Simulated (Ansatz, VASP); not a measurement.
Two plane-wave programs on Na

```
Na
1.0
    -2.09856    2.09856    2.09856
     2.09856   -2.09856    2.09856
     2.09856    2.09856   -2.09856
Na
1
Direct
  0.00000 0.00000 0.00000
```

Alike in both runs: task single point; functional PBE; k mesh 11 × 11 × 11; occupations fermi-dirac, width 0.03 eV; no spin polarisation.

|  | VASP | Ansatz |
| --- | --- | --- |
| version | VASP 6.6.1 | Ansatz 0.2.0 |
| potentials or method | VASP PAW PBE potentials, release 64 (Na_pv), cutoff 520 eV | plane waves (420 eV) with PAW, scalar-relativistic |
| valence electrons in the cell | 7 | 9 |

|  | VASP | Ansatz | Ansatz less VASP |
| --- | --- | --- | --- |
| pressure (GPa) | 0.0 | 0.0 | +0.02 |

With one functional, cell and mesh, what is left measures potentials, basis and numerics. VASP's potentials hold 7 valence electrons a cell and Ansatz's 9, so a difference there can come from the potentials and not from the codes.
